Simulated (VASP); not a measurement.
# Mg2NCl (R-3m) in VASP: a series of runs

Mg2NCl is run at these levels: PBE, LDA, r2SCAN, PBEsol; tasks: single point, relaxation of cell and atoms.

All numbers are computed with VASP 6.6.1; they aren't measurements. Logs are shortened: lines on timing, memory, paths and dates and some standing lists are left out, and cuts for length are marked.

## Step 1: The cell of the first run

It takes space group R-3m (No. 166, trigonal). The conventional cell has a = 3.293 Å, b = 3.293 Å, c = 17.814 Å, α = 90.00°, β = 90.00°, γ = 120.00°. Within 2.8 Å of Mg (site symmetry 3m) lie 3 N at 2.15 Å and 3 Cl at 2.74 Å and 3 Mg at 2.76 Å. N (site symmetry -3m) has 6 Mg at 2.15 Å within 2.8 Å. Cl (site symmetry -3m) has 6 Mg at 2.74 Å and 6 Cl at 3.29 Å and 6 N at 3.53 Å within 3.6 Å.

## Step 2: Single point, PBE

File INCAR:

```
PREC = Accurate
ENCUT = 520
EDIFF = 1E-6
ISMEAR = -1
SIGMA = 0.02
LREAL = F
LASPH = T
NELM = 60
ALGO = Normal
ISIF = 2
LWAVE = F
LCHARG = F
GGA = PE
NBANDS = 16
```

File KPOINTS:

```
regular mesh
0
Gamma
  10 10 10
```

File POSCAR:

```
Mg2NCl
1.0
    1.6466125281      0.9506721863      5.9379615086
   -1.6466125281      0.9506721863      5.9379615086
    0.0000000000     -1.9013443726      5.9379615086
Mg N Cl
2 1 1
Direct
    0.2229104120      0.2229104120      0.2229104120
    0.7770895880      0.7770895880      0.7770895880
    0.5000000000      0.5000000000      0.5000000000
    0.0000000000      0.0000000000      0.0000000000
```

Potentials or basis: VASP PAW PBE potentials, release 64 (Mg, N, Cl).

On the command line:

```console
$ cat potpaw_PBE.64/Mg/POTCAR potpaw_PBE.64/N/POTCAR potpaw_PBE.64/Cl/POTCAR > POTCAR
$ mpirun -np 1 vasp_std > vasp.out
```

OUTCAR:

```text
PREC = Accurate
   ENCUT = 520
   EDIFF = 1E-6
   ISMEAR = -1
   LREAL = F
   LASPH = T
   NELM = 60
   ISIF = 2
   GGA = PE

 ion  position               nearest neighbor table
   1  0.223  0.223  0.223-   3 2.15   3 2.15   3 2.15   4 2.74   4 2.74   4 2.74   2 2.76   2 2.76
                             2 2.76
   2  0.777  0.777  0.777-   3 2.15   3 2.15   3 2.15   4 2.74   4 2.74   4 2.74   1 2.76   1 2.76
                             1 2.76
   3  0.500  0.500  0.500-   1 2.15   2 2.15   1 2.15   1 2.15   2 2.15   2 2.15
   4  0.000  0.000  0.000-   2 2.74   1 2.74   2 2.74   2 2.74   1 2.74   1 2.74

  LATTYP: Found a trigonal (rhomboedric) cell.
 ALAT       =     6.2349416438
 COS(alpha) =     0.8605084050

  Lattice vectors:

 A1 = (   1.6466125281,   0.9506721863,   5.9379615086)
 A2 = (  -1.6466125281,   0.9506721863,   5.9379615086)
 A3 = (   0.0000000000,  -1.9013443726,   5.9379615086)

Analysis of symmetry for initial positions (statically):
=====================================================================
 Subroutine PRICEL returns:
 Original cell was already a primitive cell.

 Routine SETGRP: Setting up the symmetry group for a
 trigonal (rhombohedral) supercell.

 Subroutine GETGRP returns: Found 12 space group operations
 (whereof 12 operations were pure point group operations)
 out of a pool of 12 trial point group operations.

The static configuration has the point symmetry D_3d.

Analysis of symmetry for dynamics (positions and initial velocities):
=====================================================================
 Subroutine PRICEL returns:
 Original cell was already a primitive cell.

 Routine SETGRP: Setting up the symmetry group for a
 trigonal (rhombohedral) supercell.

 Subroutine GETGRP returns: Found 12 space group operations
 (whereof 12 operations were pure point group operations)
 out of a pool of 12 trial point group operations.

The dynamic configuration has the point symmetry D_3d.

 Subroutine INISYM returns: Found 12 space group operations
 (whereof 12 operations are pure point group operations),
 and found     1 'primitive' translations

----------------------------------------------------------------------------------------

                                     Primitive cell

  volume of cell :      55.7713

  direct lattice vectors                    reciprocal lattice vectors
[... 93 lines left out ...]
   EDIFFG = 0.1E-04   stopping-criterion for IOM
   NSW    =      0    number of steps for IOM
   IBRION =     -1    ionic relax: 0-MD 1-quasi-New 2-CG
   NFREE  =      0    steps in history (QN), initial steepest desc. (CG)
   ISIF   =      2    stress and relaxation
   ISYM   =      2    0-nonsym 1-usesym 2-fastsym
   POTIM  = 0.5000    time-step for ionic-motion
   TEBEG  =    0.0;   TEEND  =   0.0 temperature during run
   PSTRESS=    0.0 pullay stress
   NELECT =      16.0000    total number of electrons
   NUPDOWN=      -1.0000    fix difference up-down
   EMIN   =  10.00;   EMAX   =-10.00  energy-range for DOS
   EFERMI =   0.00;   METHOD = LEGACY
   ISMEAR =    -1;   SIGMA  =   0.02  broadening in eV -4-tet -1-fermi 0-gaus
   EFERMI_NEDOS =   21; number of points for ismear=-14 and -15
   IALGO  =     38    algorithm
   IMIX   =      4    mixing-type and parameters
     AMIX     =   0.40;   BMIX     =  1.00
     AMIX_MAG =   1.60;   BMIX_MAG =  1.00
  volume/ion in A,a.u.               =      13.94        94.09
  Fermi-wavevector in a.u.,A,eV,Ry     =   1.079720  2.040375 15.861613  1.165796
  Thomas-Fermi vector in A             =   2.215693
   LORBIT       =      0    0 simple, 1 ext, 2 COOP (PROOUT), +10 PAW based schemes
   GGA     = PE    functional components
   LHFCALC =     F    Hartree Fock is set to
   AEXX    =    0.0000 exact exchange contribution
   IVDW    =     0    specifies the selected vdW correction
   LEPSILON=     F    determine dielectric tensor
   LRPA    =     F    only Hartree local field effects (RPA)
 non-spin polarized calculation
  energy-cutoff  :      520.00
  volume of cell :       55.77
 maximum number of plane-waves:      1520
 NGX is ok and might be reduce to    48
   NGX = 23   NGY = 23   NGZ = 23

 number of electron      15.9999999 magnetization

 Free energy of the ion-electron system (eV)
  ---------------------------------------------------
  ext. energy  EPLUGINS =         0.00000000
  ---------------------------------------------------
  free energy    TOTEN  =       -17.79644115 eV

  energy without entropy =      -17.79644115  energy(sigma->0) =      -17.79644115

 E-fermi :   4.7184     XC(G=0): -10.0430

 val. band max:        4.2707130104   @ k =   0.0000   0.0000   0.0000
 cond. band min:       6.6664433634   @ k =   0.0000   0.0000   0.0000
 fundamental gap:      2.3957303530
 Fermi energy:         4.7184008405

 k-point     1 :       0.0000    0.0000    0.0000
  band No.  band energies     occupation
      1     -12.4062      2.00000
      2      -8.5426      2.00000
      3      -2.1558      2.00000
      4       1.8519      2.00000
      5       1.8519      2.00000
      6       3.2588      2.00000
[... 433 lines left out ...]
      3      -1.3451      2.00000
      4      -0.9913      2.00000
      5       0.8622      2.00000
      6       1.4108      2.00000
[... 8 lines left out ...]
     15      14.5671      0.00000
     16      16.4024      0.00000

 [... further k-points ...]

------------------------ aborting loop because EDIFF is reached ----------------------------------------

  FORCE on cell =-STRESS in cart. coord.  units (eV):
  Direction    XX          YY          ZZ          XY          YZ          ZX
  --------------------------------------------------------------------------------------
  -------------------------------------------------------------------------------------
  Total        0.7314391      0.7314391      0.7055551      0.0000000     -0.0000000      0.0000000
  in kB       21.0125095     21.0125095     20.2689226      0.0000000     -0.0000000      0.0000000
  external PRESSURE =      20.7646472 kB  Pullay stress =       0.0000000 kB

 VOLUME and BASIS-vectors are now :
 -----------------------------------------------------------------------------
  energy-cutoff  :      520.00
  volume of cell :       55.77
      direct lattice vectors                 reciprocal lattice vectors
     1.646612528  0.950672186  5.937961509     0.303653708  0.175314550  0.056135988
    -1.646612528  0.950672186  5.937961509    -0.303653708  0.175314550  0.056135988
     0.000000000 -1.901344373  5.937961509     0.000000000 -0.350629100  0.056135988

 POSITION                                       TOTAL-FORCE (eV/Angst)
 -----------------------------------------------------------------------------------
      0.00000      0.00000      3.97090         0.000000      0.000000      0.039161
      0.00000      0.00000     13.84298         0.000000     -0.000000     -0.039161
      0.00000      0.00000      8.90694         0.000000      0.000000      0.000000
      0.00000      0.00000      0.00000        -0.000000      0.000000     -0.000000
 -----------------------------------------------------------------------------------
    total drift:                                0.000000      0.000000     -0.000000

  FREE ENERGIE OF THE ION-ELECTRON SYSTEM (eV)
  ---------------------------------------------------
  free  energy   TOTEN  =       -17.7964411460 eV

  energy  without entropy=      -17.7964411460  energy(sigma->0) =      -17.79644115
```

stdout:

```text
POSCAR found type information on POSCAR MgN Cl
 POSCAR found :  3 types and       4 ions
 scaLAPACK will be used
 LDA part: xc-table for (Slater+PW92), standard interpolation
 POSCAR, INCAR and KPOINTS ok, starting setup
 FFT: planning ... GRIDC
 FFT: planning ... GRID_SOFT
 FFT: planning ... GRID
 WAVECAR not read
 entering main loop
```

Run time: 4.3 min. Hardware: 1 thread of Intel Xeon Platinum 8488C (Sapphire Rapids), shared host; peak memory 0.38 GiB.

What came out:

```yaml
Free_energy: -17.7964 eV
Pressure: 2.1 GPa
Largest_force: 0.039 eV/Å
Band_gap_on_the_k_mesh: 2.40 eV
```

Forces in eV/Å, atoms in the order of the input:
```
Mg   0.000  0.000  0.039
Mg   0.000  0.000 -0.039
N    0.000  0.000  0.000
Cl   0.000  0.000  0.000
```

A k mesh can miss the band edges.

## Step 3: Single point, LDA

File INCAR:

```
SYSTEM = Mg2NCl
ALGO = Normal
EDIFF = 1E-7
ENCUT = 520
ISIF = 2
ISMEAR = 0
LASPH = .TRUE.
LCHARG = .TRUE.
LELF = .TRUE.
LREAL = .FALSE.
LVHAR = .TRUE.
LWAVE = .FALSE.
NBANDS = 16
NELM = 80
PREC = Accurate
SIGMA = 0.01
```

File KPOINTS:

```
k-points
0
G
  10 10 10
  0 0 0
```

POSCAR is that of step 2.

Potentials or basis: VASP PAW LDA potentials, release 64 (Mg, N, Cl).

On the command line:

```console
$ cat potpaw_LDA.64/Mg/POTCAR potpaw_LDA.64/N/POTCAR potpaw_LDA.64/Cl/POTCAR > POTCAR
$ mpirun -np 1 vasp_std > vasp.out
```

OUTCAR:

```text
SYSTEM = Mg2NCl
   EDIFF = 1E-7
   ENCUT = 520
   ISIF = 2
   ISMEAR = 0
   LASPH = .TRUE.
   LREAL = .FALSE.
   NELM = 80
   PREC = Accurate

 ion  position               nearest neighbor table
   1  0.223  0.223  0.223-   3 2.15   3 2.15   3 2.15   4 2.74   4 2.74   4 2.74   2 2.76   2 2.76
                             2 2.76
   2  0.777  0.777  0.777-   3 2.15   3 2.15   3 2.15   4 2.74   4 2.74   4 2.74   1 2.76   1 2.76
                             1 2.76
   3  0.500  0.500  0.500-   1 2.15   2 2.15   1 2.15   1 2.15   2 2.15   2 2.15
   4  0.000  0.000  0.000-   2 2.74   1 2.74   2 2.74   2 2.74   1 2.74   1 2.74

  LATTYP: Found a trigonal (rhomboedric) cell.
 ALAT       =     6.2349416438
 COS(alpha) =     0.8605084050

  Lattice vectors:

 A1 = (   1.6466125281,   0.9506721863,   5.9379615086)
 A2 = (  -1.6466125281,   0.9506721863,   5.9379615086)
 A3 = (   0.0000000000,  -1.9013443726,   5.9379615086)

Analysis of symmetry for initial positions (statically):
=====================================================================
 Subroutine PRICEL returns:
 Original cell was already a primitive cell.

 Routine SETGRP: Setting up the symmetry group for a
 trigonal (rhombohedral) supercell.

 Subroutine GETGRP returns: Found 12 space group operations
 (whereof 12 operations were pure point group operations)
 out of a pool of 12 trial point group operations.

The static configuration has the point symmetry D_3d.

Analysis of symmetry for dynamics (positions and initial velocities):
=====================================================================
 Subroutine PRICEL returns:
 Original cell was already a primitive cell.

 Routine SETGRP: Setting up the symmetry group for a
 trigonal (rhombohedral) supercell.

 Subroutine GETGRP returns: Found 12 space group operations
 (whereof 12 operations were pure point group operations)
 out of a pool of 12 trial point group operations.

[... 126 lines left out ...]
  Fermi-wavevector in a.u.,A,eV,Ry     =   1.079720  2.040375 15.861613  1.165796
  Thomas-Fermi vector in A             =   2.215693
   LORBIT       =      0    0 simple, 1 ext, 2 COOP (PROOUT), +10 PAW based schemes
   GGA     = CA    functional components
   LHFCALC =     F    Hartree Fock is set to
   AEXX    =    0.0000 exact exchange contribution
   IVDW    =     0    specifies the selected vdW correction
   LEPSILON=     F    determine dielectric tensor
   LRPA    =     F    only Hartree local field effects (RPA)
 non-spin polarized calculation
 Gauss-broadening in eV      SIGMA  =   0.01
  energy-cutoff  :      520.00
  volume of cell :       55.77
 maximum number of plane-waves:      1520
 NGX is ok and might be reduce to    48
   NGX = 23   NGY = 23   NGZ = 23

 number of electron      15.9999999 magnetization

 Free energy of the ion-electron system (eV)
  ---------------------------------------------------
  ext. energy  EPLUGINS =         0.00000000
  ---------------------------------------------------
  free energy    TOTEN  =       -20.30689119 eV

  energy without entropy =      -20.30689119  energy(sigma->0) =      -20.30689119

 E-fermi :   4.0353     XC(G=0): -10.4295

 val. band max:        3.9954001588   @ k =   0.0000   0.0000   0.0000
 cond. band min:       6.3259455131   @ k =   0.0000   0.0000   0.0000
 fundamental gap:      2.3305453543
 Fermi energy:         4.0353299484

 k-point     1 :       0.0000    0.0000    0.0000
  band No.  band energies     occupation
      1     -12.4924      2.00000
      2      -8.6022      2.00000
      3      -2.4151      2.00000
      4       1.7052      2.00000
      5       1.7052      2.00000
      6       3.0124      2.00000
[... 433 lines left out ...]
      3      -1.5828      2.00000
      4      -1.2150      2.00000
      5       0.6821      2.00000
      6       1.1276      2.00000
[... 8 lines left out ...]
     15      14.1646      0.00000
     16      15.9609      0.00000

 [... further k-points ...]

------------------------ aborting loop because EDIFF is reached ----------------------------------------

  FORCE on cell =-STRESS in cart. coord.  units (eV):
  Direction    XX          YY          ZZ          XY          YZ          ZX
  --------------------------------------------------------------------------------------
  -------------------------------------------------------------------------------------
  Total       -1.6578474     -1.6578474     -1.4305421      0.0000000      0.0000000      0.0000000
  in kB      -47.6260218    -47.6260218    -41.0960789      0.0000000      0.0000000      0.0000000
  external PRESSURE =     -45.4493742 kB  Pullay stress =       0.0000000 kB

 VOLUME and BASIS-vectors are now :
 -----------------------------------------------------------------------------
  energy-cutoff  :      520.00
  volume of cell :       55.77
      direct lattice vectors                 reciprocal lattice vectors
     1.646612528  0.950672186  5.937961509     0.303653708  0.175314550  0.056135988
    -1.646612528  0.950672186  5.937961509    -0.303653708  0.175314550  0.056135988
     0.000000000 -1.901344373  5.937961509     0.000000000 -0.350629100  0.056135988

 POSITION                                       TOTAL-FORCE (eV/Angst)
 -----------------------------------------------------------------------------------
      0.00000      0.00000      3.97090        -0.000000     -0.000000     -0.106428
      0.00000      0.00000     13.84298        -0.000000      0.000000      0.106428
      0.00000      0.00000      8.90694         0.000000     -0.000000      0.000000
      0.00000      0.00000      0.00000        -0.000000      0.000000     -0.000000
 -----------------------------------------------------------------------------------
    total drift:                                0.000000      0.000000     -0.000000

  FREE ENERGIE OF THE ION-ELECTRON SYSTEM (eV)
  ---------------------------------------------------
  free  energy   TOTEN  =       -20.3068911946 eV

  energy  without entropy=      -20.3068911946  energy(sigma->0) =      -20.30689119
```

It took 3.9 min on 1 thread of Intel Xeon Platinum 8488C (Sapphire Rapids), shared host; peak memory 0.33 GiB.

Results:

```
Free energy            : -20.3069 eV
Pressure               : -4.5 GPa
Largest force          : 0.106 eV/Å
Band gap on the k mesh : 2.33 eV
```

Forces in eV/Å, atoms in the order of the input:
```
Mg   0.000  0.000 -0.106
Mg   0.000  0.000  0.106
N    0.000  0.000  0.000
Cl   0.000  0.000  0.000
```

Caveat: the cell stands under tension. A k mesh can miss the band edges.

## Step 4: Single point, r2SCAN

POSCAR is that of step 3.

File INCAR.step1:

```
PREC = Accurate
ENCUT = 520
ISMEAR = 0
SIGMA = 0.01
LREAL = F
LASPH = T
NELM = 100
NBANDS = 16
GGA = PE
ALGO = Normal
EDIFF = 1E-4
LWAVE = T
LCHARG = F
```

File INCAR.step2:

```
PREC = Accurate
ENCUT = 520
EDIFF = 1E-6
ISMEAR = 0
SIGMA = 0.01
LREAL = F
LASPH = T
NELM = 100
ALGO = Normal
ISIF = 2
LWAVE = F
LCHARG = F
METAGGA = R2SCAN
LMIXTAU = T
NBANDS = 16
ISTART = 1
```

File KPOINTS:

```
Automatic mesh
0
Gamma
  10 10 10
```

Potentials or basis: VASP PAW PBE potentials, release 64 (Mg, N, Cl).

On the command line:

```console
$ cat potpaw_PBE.64/Mg/POTCAR potpaw_PBE.64/N/POTCAR potpaw_PBE.64/Cl/POTCAR > POTCAR
$ cp INCAR.step1 INCAR
$ mpirun -np 1 vasp_std > vasp.out
$ cp INCAR.step2 INCAR
$ mpirun -np 1 vasp_std > vasp.out
```

It took 16 min on 1 thread of Intel Xeon Platinum 8488C (Sapphire Rapids), shared host; peak memory 0.43 GiB.

It converged, with:

```yaml
Free_energy: -29.0837 eV
Pressure: -0.5 GPa
Largest_force: 0.068 eV/Å
Band_gap_on_the_k_mesh: 3.08 eV
```

Forces on the atoms (eV/Å):
```
Mg   0.000  0.000 -0.068
Mg   0.000  0.000  0.068
N    0.000  0.000  0.000
Cl   0.000  0.000  0.000
```

Stress tensor (GPa, compression positive):
```
-0.50  0.00  0.00
 0.00 -0.50  0.00
 0.00  0.00 -0.64
```

Levels at points of the mesh, in eV from the valence-band top:
```
           k point  band 6  band 7  band 8  band 9  band 10  band 11
(0.00, 0.00, 0.00)   -1.05    0.00    0.00    3.08     6.09     9.56
(0.50, 0.00, 0.00)   -3.49   -1.50   -0.81    4.95     6.61     6.90
(0.50, 0.50, 0.00)   -3.13   -0.84   -0.75    3.81     4.66     5.95
(0.50, 0.50, 0.50)   -2.63   -0.03   -0.03    5.43     5.73     7.79
```

Caveat: the PAW data sets were made with another functional, which shifts forces and pressure a little.

## Step 5: Relaxation of cell and atoms, PBE

This run uses another cell than the first one, of 14.34 Å³/atom.

File INCAR:

```
SYSTEM = Mg2NCl
ALGO = Normal
EDIFF = 1E-6
EDIFFG = -0.005
ENCUT = 600
GGA = PE
IBRION = 2
ISIF = 3
ISMEAR = -1
LASPH = .True.
LCHARG = .False.
LREAL = .False.
LWAVE = .False.
NELM = 60
NSW = 80
PREC = Accurate
SIGMA = 0.02
```

File KPOINTS:

```
k-points
0
Gamma
  8 8 8
  0 0 0
```

File POSCAR:

```
Mg2NCl
1.0
    1.6606666161      0.9587863178      6.0029770000
   -1.6606666161      0.9587863178      6.0029770000
    0.0000000000     -1.9175726357      6.0029770000
Mg N Cl
2 1 1
Direct
    0.2228150000      0.2228150000      0.2228150000
    0.7771850000      0.7771850000      0.7771850000
    0.5000000000      0.5000000000      0.5000000000
    0.0000000000      0.0000000000      0.0000000000
```

On the command line:

```console
$ cat potpaw_PBE.64/Mg/POTCAR potpaw_PBE.64/N/POTCAR potpaw_PBE.64/Cl/POTCAR > POTCAR
$ mpirun -np 1 vasp_std > vasp.out
```

Wall time 4 min (1 thread of Intel Xeon Platinum 8488C (Sapphire Rapids), shared host); peak memory 0.4 GiB.

Results (log left out):

```yaml
Free_energy: -17.8069 eV
Relaxed_volume: 14.27 Å³/atom
Relaxed_cell: a = 6.293 Å, b = 6.293 Å, c = 6.293 Å, α = 30.55°, β = 30.55°, γ = 30.55°
Space_group_after_relaxing_to_0.1_Å: R-3m (No. 166)
Energy_gained_by_relaxing: 0.1 meV/atom
Ionic_steps: 3
Pressure_after_relaxing: 0.0 GPa
Band_gap_on_the_k_mesh: 2.25 eV
```

Forces on the atoms (eV/Å):
```
Mg   0.000  0.000  0.003
Mg   0.000  0.000 -0.003
N    0.000  0.000  0.000
Cl   0.000  0.000  0.000
```

The path:
| step | energy change (eV) | largest force (eV/Å) | pressure (GPa) | volume (Å³) |
| --- | --- | --- | --- | --- |
| 1 | 0.0000 | 0.0590 | -0.41 | 57.35 |
| 2 | -0.0005 | 0.0129 | 0.08 | 57.04 |
| 3 | -0.0005 | 0.0027 | 0.01 | 57.09 |

Final structure:
```
Mg N Cl
1.0
     1.65805    0.95728    5.99459
    -1.65805    0.95728    5.99459
     0.00000   -1.91455    5.99459
Mg N Cl
2 1 1
Direct
  0.22268 0.22268 0.22268
  0.77732 0.77732 0.77732
  0.50000 0.50000 0.50000
  0.00000 0.00000 0.00000
```

Levels at points of the mesh, in eV from the valence-band top:
| k point | band 5 | band 6 | band 7 | band 8 | band 9 | band 10 | band 11 | band 12 |
| --- | --- | --- | --- | --- | --- | --- | --- | --- |
| (0.00, 0.00, 0.00) | -2.35 | -1.01 | 0.00 | 0.00 | 2.25 | 5.39 | 8.39 | 8.92 |
| (0.50, 0.00, 0.00) | -3.88 | -3.15 | -1.45 | -0.78 | 4.40 | 5.83 | 6.34 | 7.14 |
| (0.50, 0.50, 0.00) | -3.17 | -2.99 | -0.79 | -0.72 | 3.23 | 4.01 | 5.50 | 9.01 |
| (0.50, 0.50, 0.50) | -2.34 | -2.34 | -0.03 | -0.03 | 4.52 | 4.90 | 7.15 | 8.26 |

A k mesh can miss the band edges.

(Continued in part 2 of 2.)
